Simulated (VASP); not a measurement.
Si, 2 atoms in the cell. It takes space group Fd-3m (No. 227, cubic). Conventional cell: a = 5.444 Å, b = 5.444 Å, c = 5.444 Å, α = 90.00°, β = 90.00°, γ = 90.00°. Within 3.1 Å of Si (site symmetry -43m) lie 4 Si at 2.36 Å. 

- Program: VASP 6.6.1
- Task: single point
- Functional: PBE
- Potentials or basis: VASP PAW PBE potentials, release 64 (Si)
- Cutoff: 520 eV
- k mesh: 8 × 8 × 8
- Occupations: fermi-dirac, width 0.02 eV
- Spin: no spin polarisation
- Dipole correction: no
- Further INCAR settings: ALGO = Normal; EDIFF = 1e-06; NBANDS = 11

Potentials or basis: VASP PAW PBE potentials, release 64 (Si).

The run is started by

```sh
$ cat potpaw_PBE.64/Si/POTCAR > POTCAR
$ mpirun -np 1 vasp_std > vasp.out
```

Hardware: 1 thread of Intel(R) Xeon(R) Platinum 8488C (Sapphire Rapids), with other jobs on the host.

Task: Estimate the wall time of this run.

Result: It took 14 s on 1 thread of Intel(R) Xeon(R) Platinum 8488C (Sapphire Rapids) (shared host), peak memory 0.16 GiB. Counts: scf iterations 11, k points 29.
